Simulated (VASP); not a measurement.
# Li3ClO (P4mm) in VASP: further runs

Runs on Li3ClO. Level: LDA. Tasks: single point.

All numbers are computed with VASP 6.6.1; they aren't measurements. Logs are shortened: lines on timing, memory, paths and dates and some standing lists are left out, and cuts for length are marked.

### Step 1. The cell of the first run

The structure is tetragonal, space group P4mm (No. 99). The conventional cell has a = 3.908 Å, b = 3.908 Å, c = 3.908 Å, α = 90.00°, β = 90.00°, γ = 90.00°. Within 2.6 Å of Li (site symmetry 4mm) lie 2 O at 1.95 Å. Within 2.6 Å of Li (site symmetry 2mm) lie 2 O at 1.95 Å. Cl (site symmetry 4mm) has 12 Li at 2.71 to 2.82 Å and 8 O at 3.34 to 3.43 Å within 3.6 Å. Within 2.6 Å of O (site symmetry 4mm) lie 6 Li at 1.95 Å.

### Step 2. Single point, LDA (all Cl atoms moved +0.075 Å, as atom 4 along Cartesian [1 0 0])

Input file INCAR:

```
PREC     = Accurate       # precision mode
ENCUT    = 520            # plane-wave cutoff, eV
EDIFF    = 1E-6           # SCF threshold, eV
ISMEAR   = 0              # smearing method
SIGMA    = 0.05           # smearing width, eV
LREAL    = F              # projectors in reciprocal space
LASPH    = T              # aspherical terms in the spheres
NELM     = 100            # most SCF steps
ALGO     = Normal         # electronic algorithm
ISIF     = 2              # what is computed and relaxed
LWAVE    = F              # write WAVECAR
LCHARG   = F              # write CHGCAR
GGA      = CA             # functional
NBANDS   = 19             # bands
```

Input file KPOINTS:

```
Automatic mesh
0
Gamma
  6 6 6
```

Input file POSCAR:

```
Li3ClO
1.0
    3.9083370000      0.0000000000      0.0000000000
    0.0000000000      3.9083370000      0.0000000000
    0.0000000000      0.0000000000      3.9083370000
Li Cl O
3 1 1
Direct
    0.0000000000      0.5000000000      0.5000000000
    0.5000000000      0.0000000000      0.5000000000
    0.5000000000      0.5000000000      0.0000000000
    0.0191897475      0.0000000000      0.0000000000
    0.5000000000      0.5000000000      0.5000000000
```

Potentials or basis: VASP PAW LDA potentials, release 64 (Li_sv, Cl, O).

On the command line:

```console
cat potpaw_LDA.64/Li_sv/POTCAR potpaw_LDA.64/Cl/POTCAR potpaw_LDA.64/O/POTCAR > POTCAR
mpirun -np 1 vasp_std > vasp.out
```

OUTCAR:

```text
PREC = Accurate
   ENCUT = 520
   EDIFF = 1E-6
   ISMEAR = 0
   LREAL = F
   LASPH = T
   NELM = 100
   ISIF = 2
   GGA = CA

 ion  position               nearest neighbor table
   1  0.000  0.500  0.500-   5 1.95   5 1.95
   2  0.500  0.000  0.500-   5 1.95   5 1.95
   3  0.500  0.500  0.000-   5 1.95   5 1.95
   4  0.019  0.000  0.000-
   5  0.500  0.500  0.500-   1 1.95   2 1.95   3 1.95   3 1.95   2 1.95   1 1.95

  LATTYP: Found a simple cubic cell.
 ALAT       =     3.9083370000

  Lattice vectors:

 A1 = (   3.9083370000,   0.0000000000,   0.0000000000)
 A2 = (   0.0000000000,   3.9083370000,   0.0000000000)
 A3 = (   0.0000000000,   0.0000000000,   3.9083370000)

Analysis of symmetry for initial positions (statically):
=====================================================================
 Subroutine PRICEL returns:
 Original cell was already a primitive cell.

 Routine SETGRP: Setting up the symmetry group for a
 simple cubic supercell.

 Subroutine GETGRP returns: Found  8 space group operations
 (whereof  8 operations were pure point group operations)
 out of a pool of 48 trial point group operations.

The static configuration has the point symmetry C_4v.

Analysis of symmetry for dynamics (positions and initial velocities):
=====================================================================
 Subroutine PRICEL returns:
 Original cell was already a primitive cell.

 Routine SETGRP: Setting up the symmetry group for a
 simple cubic supercell.

 Subroutine GETGRP returns: Found  8 space group operations
 (whereof  8 operations were pure point group operations)
 out of a pool of 48 trial point group operations.

The dynamic configuration has the point symmetry C_4v.

 Subroutine INISYM returns: Found  8 space group operations
 (whereof  8 operations are pure point group operations),
 and found     1 'primitive' translations

----------------------------------------------------------------------------------------

                                     Primitive cell

  volume of cell :      59.7002

  direct lattice vectors                    reciprocal lattice vectors
     3.908337000  0.000000000  0.000000000     0.255863299  0.000000000  0.000000000
     0.000000000  3.908337000  0.000000000     0.000000000  0.255863299  0.000000000
     0.000000000  0.000000000  3.908337000     0.000000000  0.000000000  0.255863299

  length of vectors
     3.908337000  3.908337000  3.908337000     0.255863299  0.255863299  0.255863299
[... 90 lines left out ...]
   NSW    =      0    number of steps for IOM
   IBRION =     -1    ionic relax: 0-MD 1-quasi-New 2-CG
   NFREE  =      0    steps in history (QN), initial steepest desc. (CG)
   ISIF   =      2    stress and relaxation
   ISYM   =      2    0-nonsym 1-usesym 2-fastsym
   POTIM  = 0.5000    time-step for ionic-motion
   TEBEG  =    0.0;   TEEND  =   0.0 temperature during run
   PSTRESS=    0.0 pullay stress
   NELECT =      22.0000    total number of electrons
   NUPDOWN=      -1.0000    fix difference up-down
   EMIN   =  10.00;   EMAX   =-10.00  energy-range for DOS
   EFERMI =   0.00;   METHOD = LEGACY
   ISMEAR =     0;   SIGMA  =   0.05  broadening in eV -4-tet -1-fermi 0-gaus
   EFERMI_NEDOS =   21; number of points for ismear=-14 and -15
   IALGO  =     38    algorithm
   IMIX   =      4    mixing-type and parameters
     AMIX     =   0.40;   BMIX     =  1.00
     AMIX_MAG =   1.60;   BMIX_MAG =  1.00
  volume/ion in A,a.u.               =      11.94        80.58
  Fermi-wavevector in a.u.,A,eV,Ry     =   1.173700  2.217971 18.742996  1.377571
  Thomas-Fermi vector in A             =   2.310109
   LORBIT       =      0    0 simple, 1 ext, 2 COOP (PROOUT), +10 PAW based schemes
   GGA     = CA    functional components
   LHFCALC =     F    Hartree Fock is set to
   AEXX    =    0.0000 exact exchange contribution
   IVDW    =     0    specifies the selected vdW correction
   LEPSILON=     F    determine dielectric tensor
   LRPA    =     F    only Hartree local field effects (RPA)
 non-spin polarized calculation
 Gauss-broadening in eV      SIGMA  =   0.05
  energy-cutoff  :      520.00
  volume of cell :       59.70
 maximum number of plane-waves:      1640
 NGX is ok and might be reduce to    30
   NGX = 15   NGY = 15   NGZ = 15

 number of electron      21.9999977 magnetization

 Free energy of the ion-electron system (eV)
  ---------------------------------------------------
  ext. energy  EPLUGINS =         0.00000000
  ---------------------------------------------------
  free energy    TOTEN  =       -23.62413494 eV

  energy without entropy =      -23.62413494  energy(sigma->0) =      -23.62413494

 E-fermi :   1.7226     XC(G=0):  -9.5441

 val. band max:        1.5128259855   @ k =   0.0000   0.5000   0.5000
 cond. band min:       6.0979317762   @ k =   0.0000   0.0000   0.0000
 fundamental gap:      4.5851057907
 Fermi energy:         1.7226347751

 k-point     1 :       0.0000    0.0000    0.0000
  band No.  band energies     occupation
      1     -40.9423      2.00000
      2     -40.8698      2.00000
      3     -40.8670      2.00000
      4     -13.3359      2.00000
      5     -12.4521      2.00000
      6      -1.4376      2.00000
[... 505 lines left out ...]
      6      -1.9708      2.00000
[... 11 lines left out ...]
     18      13.3525      0.00000
     19      14.0449      0.00000

 [... further k-points ...]

------------------------ aborting loop because EDIFF is reached ----------------------------------------

  FORCE on cell =-STRESS in cart. coord.  units (eV):
  Direction    XX          YY          ZZ          XY          YZ          ZX
  --------------------------------------------------------------------------------------
  -------------------------------------------------------------------------------------
  Total       -2.0479215     -2.0416303     -2.0416303      0.0000000      0.0000000      0.0000000
  in kB      -54.9601455    -54.7913074    -54.7913074      0.0000000      0.0000000      0.0000000
  external PRESSURE =     -54.8475868 kB  Pullay stress =       0.0000000 kB

 VOLUME and BASIS-vectors are now :
 -----------------------------------------------------------------------------
  energy-cutoff  :      520.00
  volume of cell :       59.70
      direct lattice vectors                 reciprocal lattice vectors
     3.908337000  0.000000000  0.000000000     0.255863299  0.000000000  0.000000000
     0.000000000  3.908337000  0.000000000     0.000000000  0.255863299  0.000000000
     0.000000000  0.000000000  3.908337000     0.000000000  0.000000000  0.255863299

 POSITION                                       TOTAL-FORCE (eV/Angst)
 -----------------------------------------------------------------------------------
      0.00000      1.95417      1.95417         0.022410      0.000000     -0.000000
      1.95417      0.00000      1.95417        -0.031446      0.000000     -0.000000
      1.95417      1.95417      0.00000        -0.031446      0.000000     -0.000000
      0.07500      0.00000      0.00000        -0.106598     -0.000000      0.000000
      1.95417      1.95417      1.95417         0.147079      0.000000     -0.000000
 -----------------------------------------------------------------------------------
    total drift:                                0.000214      0.000000      0.000000

  FREE ENERGIE OF THE ION-ELECTRON SYSTEM (eV)
  ---------------------------------------------------
  free  energy   TOTEN  =       -23.6241349448 eV

  energy  without entropy=      -23.6241349448  energy(sigma->0) =      -23.62413494
```

It took 55 s on 1 thread of AMD EPYC 7R13, shared host; peak memory 0.14 GiB.

What came out:

```
Free energy            : -23.6241 eV
Largest force          : 0.147 eV/Å
Band gap on the k mesh : 4.59 eV (least direct gap 4.61 eV)
```

Forces in eV/Å, atoms in the order of the input:
```
Li   0.022  0.000  0.000
Li  -0.031  0.000  0.000
Li  -0.031  0.000  0.000
Cl  -0.107  0.000  0.000
O    0.147  0.000  0.000
```

Caveat: the cell differs from its parent crystal (all Cl atoms moved +0.075 Å, as atom 4 along Cartesian [1 0 0]); the cutoff is under 1.25 times the usual one of these potentials, so pressure, stress and relaxed cells hold a basis-set (Pulay) error.

### Step 3. Single point, LDA (all Cl atoms moved +0.113 Å, as atom 4 along Cartesian [1 0 0])

Input file INCAR:

```
PREC = Accurate
ENCUT = 520
EDIFF = 1E-6
ISMEAR = 0
SIGMA = 0.05
LREAL = False
LASPH = True
NELM = 80
ALGO = Normal
ISIF = 2
LWAVE = False
LCHARG = False
GGA = CA
NBANDS = 19
```

KPOINTS is that of step 2.

Changes to POSCAR since step 2:

```diff
@@ -11,3 +11,3 @@
     0.5000000000      0.5000000000      0.0000000000
-    0.0191897475      0.0000000000      0.0000000000
+    0.0287846212      0.0000000000      0.0000000000
     0.5000000000      0.5000000000      0.5000000000
```

Potentials or basis: VASP PAW LDA potentials, release 64 (Li_sv, Cl, O).

On the command line:

```console
cat potpaw_LDA.64/Li_sv/POTCAR potpaw_LDA.64/Cl/POTCAR potpaw_LDA.64/O/POTCAR > POTCAR
mpirun -np 1 vasp_std > vasp.out
```

OUTCAR:

```text
PREC = Accurate
   ENCUT = 520
   EDIFF = 1E-6
   ISMEAR = 0
   LREAL = False
   LASPH = True
   NELM = 80
   ISIF = 2
   GGA = CA

 ion  position               nearest neighbor table
   1  0.000  0.500  0.500-   5 1.95   5 1.95
   2  0.500  0.000  0.500-   5 1.95   5 1.95
   3  0.500  0.500  0.000-   5 1.95   5 1.95
   4  0.029  0.000  0.000-
   5  0.500  0.500  0.500-   1 1.95   2 1.95   3 1.95   3 1.95   2 1.95   1 1.95

  LATTYP: Found a simple cubic cell.
 ALAT       =     3.9083370000

  Lattice vectors:

 A1 = (   3.9083370000,   0.0000000000,   0.0000000000)
 A2 = (   0.0000000000,   3.9083370000,   0.0000000000)
 A3 = (   0.0000000000,   0.0000000000,   3.9083370000)

Analysis of symmetry for initial positions (statically):
=====================================================================
 Subroutine PRICEL returns:
 Original cell was already a primitive cell.

 Routine SETGRP: Setting up the symmetry group for a
 simple cubic supercell.

 Subroutine GETGRP returns: Found  8 space group operations
 (whereof  8 operations were pure point group operations)
 out of a pool of 48 trial point group operations.

The static configuration has the point symmetry C_4v.

Analysis of symmetry for dynamics (positions and initial velocities):
=====================================================================
 Subroutine PRICEL returns:
 Original cell was already a primitive cell.

 Routine SETGRP: Setting up the symmetry group for a
 simple cubic supercell.

 Subroutine GETGRP returns: Found  8 space group operations
 (whereof  8 operations were pure point group operations)
 out of a pool of 48 trial point group operations.

The dynamic configuration has the point symmetry C_4v.

 Subroutine INISYM returns: Found  8 space group operations
 (whereof  8 operations are pure point group operations),
[... 120 lines left out ...]
   IMIX   =      4    mixing-type and parameters
     AMIX     =   0.40;   BMIX     =  1.00
     AMIX_MAG =   1.60;   BMIX_MAG =  1.00
  volume/ion in A,a.u.               =      11.94        80.58
  Fermi-wavevector in a.u.,A,eV,Ry     =   1.173700  2.217971 18.742996  1.377571
  Thomas-Fermi vector in A             =   2.310109
   LORBIT       =      0    0 simple, 1 ext, 2 COOP (PROOUT), +10 PAW based schemes
   GGA     = CA    functional components
   LHFCALC =     F    Hartree Fock is set to
   AEXX    =    0.0000 exact exchange contribution
   IVDW    =     0    specifies the selected vdW correction
   LEPSILON=     F    determine dielectric tensor
   LRPA    =     F    only Hartree local field effects (RPA)
 non-spin polarized calculation
 Gauss-broadening in eV      SIGMA  =   0.05
  energy-cutoff  :      520.00
  volume of cell :       59.70
 maximum number of plane-waves:      1640
 NGX is ok and might be reduce to    30
   NGX = 15   NGY = 15   NGZ = 15

 number of electron      21.9999978 magnetization

 Free energy of the ion-electron system (eV)
  ---------------------------------------------------
  ext. energy  EPLUGINS =         0.00000000
  ---------------------------------------------------
  free energy    TOTEN  =       -23.61911814 eV

  energy without entropy =      -23.61911814  energy(sigma->0) =      -23.61911814

 E-fermi :   1.8346     XC(G=0):  -9.5430

 val. band max:        1.5157650225   @ k =   0.0000   0.5000   0.5000
 cond. band min:       6.0912912705   @ k =   0.0000   0.0000   0.0000
 fundamental gap:      4.5755262480
 Fermi energy:         1.8346277908

 k-point     1 :       0.0000    0.0000    0.0000
  band No.  band energies     occupation
      1     -40.9417      2.00000
      2     -40.8705      2.00000
      3     -40.8642      2.00000
      4     -13.3381      2.00000
      5     -12.4510      2.00000
      6      -1.4426      2.00000
[... 505 lines left out ...]
      6      -1.9721      2.00000
[... 11 lines left out ...]
     18      13.3628      0.00000
     19      14.0671      0.00000

 [... further k-points ...]

------------------------ aborting loop because EDIFF is reached ----------------------------------------

  FORCE on cell =-STRESS in cart. coord.  units (eV):
  Direction    XX          YY          ZZ          XY          YZ          ZX
  --------------------------------------------------------------------------------------
  -------------------------------------------------------------------------------------
  Total       -2.0326662     -2.0184047     -2.0184047      0.0000000     -0.0000000     -0.0000000
  in kB      -54.5507387    -54.1680026    -54.1680026      0.0000000     -0.0000000     -0.0000000
  external PRESSURE =     -54.2955813 kB  Pullay stress =       0.0000000 kB

 VOLUME and BASIS-vectors are now :
 -----------------------------------------------------------------------------
  energy-cutoff  :      520.00
  volume of cell :       59.70
      direct lattice vectors                 reciprocal lattice vectors
     3.908337000  0.000000000  0.000000000     0.255863299  0.000000000  0.000000000
     0.000000000  3.908337000  0.000000000     0.000000000  0.255863299  0.000000000
     0.000000000  0.000000000  3.908337000     0.000000000  0.000000000  0.255863299

 POSITION                                       TOTAL-FORCE (eV/Angst)
 -----------------------------------------------------------------------------------
      0.00000      1.95417      1.95417         0.033696     -0.000000      0.000000
      1.95417      0.00000      1.95417        -0.046347     -0.000000      0.000000
      1.95417      1.95417      0.00000        -0.046347     -0.000000      0.000000
      0.11250      0.00000      0.00000        -0.161337      0.000000     -0.000000
      1.95417      1.95417      1.95417         0.220336     -0.000000      0.000000
 -----------------------------------------------------------------------------------
    total drift:                               -0.000259      0.000000     -0.000000

  FREE ENERGIE OF THE ION-ELECTRON SYSTEM (eV)
  ---------------------------------------------------
  free  energy   TOTEN  =       -23.6191181417 eV

  energy  without entropy=      -23.6191181417  energy(sigma->0) =      -23.61911814
```

stdout:

```text
POSCAR found type information on POSCAR LiClO
 POSCAR found :  3 types and       5 ions
 scaLAPACK will be used
 LDA part: xc-table for (Slater(with rela. corr.)+CA(PZ))
 , standard interpolation
 POSCAR, INCAR and KPOINTS ok, starting setup
 FFT: planning ... GRIDC
 FFT: planning ... GRID_SOFT
 FFT: planning ... GRID
 WAVECAR not read
 entering main loop
```

Wall time 57 s (1 thread of AMD EPYC 7R13, shared host); peak memory 0.14 GiB.

Results:

```yaml
Free_energy: -23.6191 eV
Largest_force: 0.220 eV/Å
Band_gap_on_the_k_mesh: 4.58 eV (least direct gap 4.61 eV)
```

Forces in eV/Å, atoms in the order of the input:
```
Li   0.034  0.000  0.000
Li  -0.046  0.000  0.000
Li  -0.046  0.000  0.000
Cl  -0.161  0.000  0.000
O    0.220  0.000  0.000
```

Caveat: the cell differs from its parent crystal (all Cl atoms moved +0.113 Å, as atom 4 along Cartesian [1 0 0]); the cutoff is under 1.25 times the usual one of these potentials, so pressure, stress and relaxed cells hold a basis-set (Pulay) error. A k mesh can miss the band edges.

### Step 4. Single point, LDA (all Cl atoms moved +0.037 Å, as atom 4 along Cartesian [1 0 0])

Input file INCAR:

```
SYSTEM = Li3ClO
PREC     = Accurate       ! precision mode
ENCUT    = 520            ! plane-wave cutoff, eV
EDIFF    = 1E-6           ! SCF threshold, eV
ISMEAR   = 0              ! smearing method
SIGMA    = 0.05           ! smearing width, eV
LREAL    = .False.        ! projectors in reciprocal space
LASPH    = .True.         ! aspherical terms in the spheres
NELM     = 60             ! most SCF steps
ALGO     = Normal         ! electronic algorithm
ISIF     = 2              ! what is computed and relaxed
LWAVE    = .False.        ! write WAVECAR
LCHARG   = .True.         ! write CHGCAR
LELF     = .True.         ! ELF
LVHAR    = .True.       
NBANDS   = 19             ! bands
```

Input file KPOINTS:

```
regular mesh
0
Gamma
  6 6 6
  0 0 0
```

Changes to POSCAR since step 3:

```diff
@@ -11,3 +11,3 @@
     0.5000000000      0.5000000000      0.0000000000
-    0.0287846212      0.0000000000      0.0000000000
+    0.0095948737      0.0000000000      0.0000000000
     0.5000000000      0.5000000000      0.5000000000
```

On the command line:

```console
cat potpaw_LDA.64/Li_sv/POTCAR potpaw_LDA.64/Cl/POTCAR potpaw_LDA.64/O/POTCAR > POTCAR
mpirun -np 1 vasp_std > vasp.out
```

It took 65 s on 1 thread of AMD EPYC 7R13, shared host; peak memory 0.14 GiB.

Results (log left out):

```yaml
Free_energy: -23.6271 eV
Largest_force: 0.074 eV/Å
Band_gap_on_the_k_mesh: 4.59 eV (least direct gap 4.61 eV)
```

Forces in eV/Å, atoms in the order of the input:
```
Li   0.011  0.000  0.000
Li  -0.016  0.000  0.000
Li  -0.016  0.000  0.000
Cl  -0.053  0.000  0.000
O    0.074  0.000  0.000
```

Levels at points of the mesh, in eV from the valence-band top:
| k point | band 8 | band 9 | band 10 | band 11 | band 12 | band 13 | band 14 | band 15 |
| --- | --- | --- | --- | --- | --- | --- | --- | --- |
| (0.00, 0.00, 0.00) | -2.94 | -0.52 | -0.52 | -0.52 | 4.59 | 6.91 | 6.91 | 11.41 |
| (0.50, 0.00, 0.00) | -2.31 | -1.12 | -1.12 | -1.00 | 6.29 | 6.36 | 8.78 | 8.78 |
| (0.00, 0.50, 0.00) | -2.31 | -1.12 | -1.12 | -1.00 | 6.29 | 6.36 | 8.72 | 8.79 |
| (0.50, 0.50, 0.00) | -2.09 | -0.92 | 0.00 | 0.00 | 4.61 | 6.65 | 7.74 | 7.74 |
| (0.00, 0.50, 0.50) | -2.09 | -0.92 | 0.00 | 0.00 | 4.61 | 6.66 | 7.73 | 7.73 |
| (0.50, 0.50, 0.50) | -3.54 | -0.72 | -0.72 | -0.72 | 8.39 | 8.39 | 8.46 | 8.69 |

Caveat: the cell differs from its parent crystal (all Cl atoms moved +0.037 Å, as atom 4 along Cartesian [1 0 0]); the cutoff is under 1.25 times the usual one of these potentials, so pressure, stress and relaxed cells hold a basis-set (Pulay) error.

### Step 5. Summary

```csv
cell,gap on the mesh (eV),largest force (eV/Å)
"as given, atomic positions A",4.59,0.15
"as given, atomic positions B",4.58,0.22
"as given, atomic positions C",4.59,0.07
```

Alike in all rows: task single point; level LDA; potentials or basis VASP PAW LDA potentials, release 64 (Li_sv, Cl, O); no spin polarisation; k mesh 6 × 6 × 6; cutoff (eV) 520; smearing gaussian 0.05 eV.

Caveats: the cutoff is under 1.25 times the usual one of these potentials, so pressure, stress and relaxed cells hold a basis-set (Pulay) error.

Total energies depend on the potentials used, so only differences within one code and one set of settings carry meaning.
